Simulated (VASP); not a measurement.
Here is a VASP 6.6.1 calculation.

INCAR

```
PREC = Accurate
ENCUT = 500
EDIFF = 1E-6
ISMEAR = -1
SIGMA = 0.05
LREAL = F
LASPH = T
NELM = 120
ALGO = Normal
ISIF = 2
LWAVE = F
LCHARG = F
GGA = PS
NBANDS = 17
GGA_COMPAT = F
```

The input KPOINTS:

```
regular mesh
0
Gamma
  10 10 5
```

POSCAR

```
Hf
1.0
    3.1327660000      0.0000000000      0.0000000000
   -1.5663830000      2.7130549401      0.0000000000
    0.0000000000      0.0000000000      5.0578000000
Hf
2
Direct
    0.6666666667      0.3333333333      0.7500000000
    0.3333333333      0.6666666667      0.2500000000
```

Potentials or basis: VASP PAW PBE potentials, release 64 (Hf_pv).

Command:

```sh
$ cat potpaw_PBE.64/Hf_pv/POTCAR > POTCAR
$ mpirun -np 1 vasp_std > vasp.out
```

Question: Predict the pressure.

Answer: 0.0 GPa.

Question: Estimate the band gap on the k mesh.

Answer: Zero (bands 10 and 11 overlap by 1.61 eV).

Stress tensor (GPa, compression positive):
```
 0.99  0.00  0.00
 0.00  0.99  0.00
 0.00  0.00 -2.09
```

Caveat: the PAW data sets were made with another functional, which shifts forces and pressure a little; spin-orbit coupling is left out, which moves the levels of the heavy elements.
